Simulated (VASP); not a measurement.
# Al16O25 (a cell with a defect) in VASP: a series of runs, part 3 of 3

VASP 6.6.1.

### Step 5. Relaxation of the atoms, PBEsol (with an interstitial atom)

Contents of INCAR:

```
SYSTEM = Al16O25
PREC = Accurate
ENCUT = 520
EDIFF = 1E-6
ISMEAR = 0
SIGMA = 0.01
LREAL = Auto
LASPH = .True.
NELM = 100
ALGO = Fast
ISIF = 2
LWAVE = .False.
LCHARG = .False.
GGA = PS
IBRION = 2
NSW = 65
EDIFFG = -0.025
```

Contents of KPOINTS:

```
Automatic mesh
0
Gamma
  2 2 2
  0.5 0.5 0.5
```

Contents of POSCAR:

```
Al16O25
1.0
   -4.7738611784     -2.7561900364      4.3382851459
    4.7738611784     -2.7561900364      4.3382851459
    0.0000000000      5.5123800729      4.3382851459
Al O
16 25
Direct
    0.1479209717      0.1479209717      0.1479209717
    0.6479209717      0.6479209717      0.1479209717
    0.6479209717      0.1479209717      0.6479209717
    0.1479209717      0.6479209717      0.6479209717
    0.3520790283      0.3520790283      0.3520790283
    0.8520790283      0.8520790283      0.3520790283
    0.8520790283      0.3520790283      0.8520790283
    0.3520790283      0.8520790283      0.8520790283
    0.6479209717      0.6479209717      0.6479209717
    0.1479209717      0.1479209717      0.6479209717
    0.1479209717      0.6479209717      0.1479209717
    0.6479209717      0.1479209717      0.1479209717
    0.8520790283      0.8520790283      0.8520790283
    0.3520790283      0.3520790283      0.8520790283
    0.3520790283      0.8520790283      0.3520790283
    0.8520790283      0.3520790283      0.3520790283
    0.4029299271      0.5970700729      0.7500000000
    0.9029299271      0.0970700729      0.7500000000
    0.9029299271      0.5970700729      0.2500000000
    0.4029299271      0.0970700729      0.2500000000
    0.4029299271      0.2500000000      0.5970700729
    0.9029299271      0.7500000000      0.5970700729
    0.9029299271      0.2500000000      0.0970700729
    0.4029299271      0.7500000000      0.0970700729
    0.5970700729      0.7500000000      0.4029299271
    0.0970700729      0.2500000000      0.4029299271
    0.0970700729      0.7500000000      0.9029299271
    0.5970700729      0.2500000000      0.9029299271
    0.7500000000      0.4029299271      0.5970700729
    0.2500000000      0.9029299271      0.5970700729
    0.2500000000      0.4029299271      0.0970700729
    0.7500000000      0.9029299271      0.0970700729
    0.2500000000      0.5970700729      0.4029299271
    0.7500000000      0.0970700729      0.4029299271
    0.7500000000      0.5970700729      0.9029299271
    0.2500000000      0.0970700729      0.9029299271
    0.5970700729      0.4029299271      0.2500000000
    0.0970700729      0.9029299271      0.2500000000
    0.0970700729      0.4029299271      0.7500000000
    0.5970700729      0.9029299271      0.7500000000
    0.0000000000      0.0000000000      0.0000000000
```

Potentials or basis: VASP PAW PBE potentials, release 64 (Al, O).

On the command line:

```
$ cat potpaw_PBE.64/Al/POTCAR potpaw_PBE.64/O/POTCAR > POTCAR
$ mpirun -np 1 vasp_std > vasp.out
```

OUTCAR:

```text
SYSTEM = Al16O25
   PREC = Accurate
   ENCUT = 520
   EDIFF = 1E-6
   ISMEAR = 0
   LREAL = Auto
   LASPH = .True.
   NELM = 100
   ISIF = 2
   GGA = PS
   IBRION = 2
   NSW = 65
   EDIFFG = -0.025

 ion  position               nearest neighbor table
   1  0.148  0.148  0.148-  38 1.86  23 1.86  36 1.86  41 1.93  31 1.97  20 1.97  26 1.97   5 2.66
                            16 2.80  15 2.80  14 2.80   6 3.23   7 3.23   8 3.23
   2  0.648  0.648  0.148-  37 1.86  24 1.86  35 1.86  32 1.97  19 1.97  25 1.97   6 2.66  15 2.80
                            16 2.80  13 2.80   5 3.23   8 3.23   7 3.23
   3  0.648  0.148  0.648-  40 1.86  21 1.86  34 1.86  29 1.97  18 1.97  28 1.97   7 2.66  13 2.80
                            14 2.80  16 2.80   8 3.23   6 3.23   5 3.23
   4  0.148  0.648  0.648-  39 1.86  22 1.86  33 1.86  30 1.97  17 1.97  27 1.97   8 2.66  13 2.80
                            14 2.80  15 2.80   7 3.23   6 3.23   5 3.23
   5  0.352  0.352  0.352-  37 1.86  33 1.86  21 1.86  26 1.97  20 1.97  31 1.97   1 2.66  11 2.80
[... 687 lines left out ...]
      1     -13.0005      2.00000
      2     -12.2025      2.00000
      3     -12.0604      2.00000
      4     -12.0604      2.00000
      5     -11.6149      2.00000
      6     -11.5082      2.00000
[... 103 lines left out ...]
    110      15.7844      0.00000
    111      15.9623      0.00000

 k-point     2 :      -0.2500    0.2500    0.2500
  band No.  band energies     occupation
      1     -12.9520      2.00000
      2     -12.3346      2.00000
      3     -12.0909      2.00000
      4     -12.0761      2.00000
      5     -11.6648      2.00000
      6     -11.4601      2.00000
[... 103 lines left out ...]
    110      16.1096      0.00000
    111      16.1527      0.00000
 [bands above 111 left out]

------------------------ aborting loop because EDIFF is reached ----------------------------------------

  FORCE on cell =-STRESS in cart. coord.  units (eV):
  Direction    XX          YY          ZZ          XY          YZ          ZX
  --------------------------------------------------------------------------------------
  -------------------------------------------------------------------------------------
  Total       15.4478487     15.4478487      4.0859942     -0.0000001      0.0000000      0.0000000
  in kB       72.2653818     72.2653818     19.1143725     -0.0000003      0.0000000      0.0000000
  external PRESSURE =      54.5483787 kB  Pullay stress =       0.0000000 kB
[... 56 lines left out ...]
  FREE ENERGIE OF THE ION-ELECTRON SYSTEM (eV)
  ---------------------------------------------------
  free  energy   TOTEN  =      -313.8351689621 eV

  energy  without entropy=     -313.8288260781  energy(sigma->0) =     -313.83199752

 reached required accuracy - stopping structural energy minimisation
```

OSZICAR:

```text
N       E                     dE             d eps       ncg     rms          rms(c)
DAV:   1     0.111571192361E+04    0.11157E+04   -0.10665E+05   480   0.158E+03
DAV:   2    -0.272020939498E+03   -0.13877E+04   -0.13631E+04   592   0.337E+02
DAV:   3    -0.339978807070E+03   -0.67958E+02   -0.67696E+02   576   0.813E+01
[... 140 lines left out ...]
DAV:   1    -0.313835134971E+03   -0.70290E-05   -0.20450E-02   512   0.496E-01    0.218E-02
RMM:   2    -0.313835171242E+03   -0.36271E-04   -0.43664E-04   480   0.691E-02    0.110E-02
RMM:   3    -0.313835170643E+03    0.59891E-06   -0.28676E-05   478   0.189E-02    0.787E-03
RMM:   4    -0.313835168948E+03    0.16951E-05   -0.10030E-05   447   0.945E-03    0.195E-03
RMM:   5    -0.313835168962E+03   -0.13903E-07   -0.99082E-07   280   0.307E-03
  15 F= -.31383517E+03 E0= -.31383200E+03  d E =-.374550E-03
```

It took 37 min on 1 thread of Oxide Virtual Turin-like, shared host; peak memory 0.42 GiB.

Results:

```yaml
Free_energy: -313.8352 eV
Energy_gained_by_relaxing: 47.1 meV/atom
Ionic_steps: 15
Pressure_after_relaxing: 5.5 GPa
Largest_force_after_relaxing: 0.016 eV/Å
Band_gap_on_the_k_mesh: zero (bands 99 and 100 overlap by 0.02 eV)
```

Forces in eV/Å, atoms in the order of the input:
```
Al   0.000  0.000 -0.007
Al  -0.003 -0.015 -0.004
Al  -0.011  0.010 -0.004
Al   0.014  0.005 -0.004
Al   0.000  0.000 -0.002
Al  -0.002  0.003  0.002
Al   0.003  0.000  0.002
Al  -0.001 -0.003  0.002
Al   0.000  0.000  0.002
Al   0.002 -0.003 -0.002
Al  -0.003  0.000 -0.002
Al   0.001  0.003 -0.002
Al   0.000  0.000  0.007
Al   0.003  0.015  0.004
Al   0.011 -0.010  0.004
Al  -0.014 -0.005  0.004
O   -0.003  0.000  0.010
O    0.002 -0.007  0.007
O    0.001  0.001  0.004
O    0.003 -0.007  0.006
O   -0.001 -0.003 -0.010
O    0.007 -0.001 -0.006
O    0.007 -0.002 -0.007
O    0.000  0.002 -0.004
O    0.001  0.003  0.010
O   -0.007  0.001  0.006
O   -0.007  0.002  0.007
O    0.000 -0.002  0.004
O    0.002 -0.003  0.010
O   -0.002  0.001  0.004
O    0.004  0.006  0.006
O    0.005  0.005  0.007
O   -0.002  0.003 -0.010
O    0.002 -0.001 -0.004
O   -0.004 -0.006 -0.006
O   -0.005 -0.005 -0.007
O    0.003  0.000 -0.010
O   -0.002  0.007 -0.007
O   -0.001 -0.001 -0.004
O   -0.003  0.007 -0.006
O    0.000  0.000  0.000
```

Step by step:
| step | energy change (eV) | largest force (eV/Å) | pressure (GPa) |
| --- | --- | --- | --- |
| 1 | 0.0000 | 3.6003 | 7.14 |
| 2 | -1.6402 | 0.6969 | 5.83 |
| 3 | -1.6563 | 0.6445 | 5.83 |
| 4 | -1.8502 | 0.4127 | 5.58 |
| 5 | -1.8503 | 0.4053 | 5.58 |
| 6 | -1.9039 | 0.1925 | 5.51 |
| 7 | -1.9040 | 0.1757 | 5.51 |
| 8 | -1.9206 | 0.0825 | 5.49 |
| 9 | -1.9230 | 0.0749 | 5.48 |
| 10 | -1.9266 | 0.0507 | 5.47 |
| 11 | -1.9268 | 0.0653 | 5.46 |
| 12 | -1.9288 | 0.0297 | 5.45 |
| 13 | -1.9288 | 0.0363 | 5.45 |
| 14 | -1.9292 | 0.0258 | 5.46 |
| 15 | -1.9292 | 0.0156 | 5.45 |

Final structure:
```
Al O
1.0
    -4.77386   -2.75619    4.33829
     4.77386   -2.75619    4.33829
     0.00000    5.51238    4.33829
Al O
16 25
Direct
  0.14298 0.14298 0.14298
  0.64432 0.64595 0.14937
  0.64595 0.14937 0.64432
  0.14937 0.64432 0.64595
  0.34905 0.34905 0.34905
  0.84716 0.85122 0.35765
  0.85122 0.35765 0.84716
  0.35765 0.84716 0.85122
  0.65095 0.65095 0.65095
  0.15284 0.14878 0.64235
  0.14878 0.64235 0.15284
  0.64235 0.15284 0.14878
  0.85702 0.85702 0.85702
  0.35568 0.35405 0.85063
  0.35405 0.85063 0.35568
  0.85063 0.35568 0.35405
  0.40799 0.59562 0.74872
  0.90100 0.10593 0.72439
  0.90038 0.60137 0.25197
  0.39909 0.09573 0.25045
  0.40438 0.25128 0.59201
  0.90427 0.74955 0.60091
  0.89407 0.27561 0.09900
  0.39863 0.74803 0.09962
  0.59562 0.74872 0.40799
  0.09573 0.25045 0.39909
  0.10593 0.72439 0.90100
  0.60137 0.25197 0.90038
  0.74872 0.40799 0.59562
  0.25197 0.90038 0.60137
  0.25045 0.39909 0.09573
  0.72439 0.90100 0.10593
  0.25128 0.59201 0.40438
  0.74803 0.09962 0.39863
  0.74955 0.60091 0.90427
  0.27561 0.09900 0.89407
  0.59201 0.40438 0.25128
  0.09900 0.89407 0.27561
  0.09962 0.39863 0.74803
  0.60091 0.90427 0.74955
  0.00000 0.00000 0.00000
```

Caveat: the k points lie up to 0.45 Å⁻¹ apart; the cell differs from its parent crystal (with an interstitial atom); the PAW data sets were made with another functional, which shifts forces and pressure a little.
